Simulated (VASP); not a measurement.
CdSe:

```xyz
2
Lattice="0.0000 2.8740 2.8740 2.8740 0.0000 2.8740 2.8740 2.8740 0.0000" Properties=species:S:1:pos:R:3 pbc="T T T"
Cd    0.0000    0.0000    0.0000
Se    2.8740    2.8740    2.8740
```

Base run:

| Quantity | Value |
| --- | --- |
| Program | VASP 6.6.1 |
| Functional | PBE |
| Potentials or basis | VASP PAW PBE potentials, release 64 (Cd, Se) |
| Cutoff | 520 eV |
| k mesh | 5 × 5 × 5 |
| Occupations | gaussian, width 0.1 eV |
| Spin | no spin polarisation |

Its results: band gap on the k mesh 0.08 eV, indirect (least direct gap 0.68 eV); pressure 0.2 GPa.

The run is repeated on the same cell with these changes: k mesh from 5 × 5 × 5 to 4 × 4 × 4. What comes out?

Band gap on the k mesh zero (band 9 reaches 2.21 eV, above the bottom of band 10 at 1.83 eV); pressure 0.4 GPa.

Caveats: some runs use coarse meshes.

A k mesh can miss the band edges.
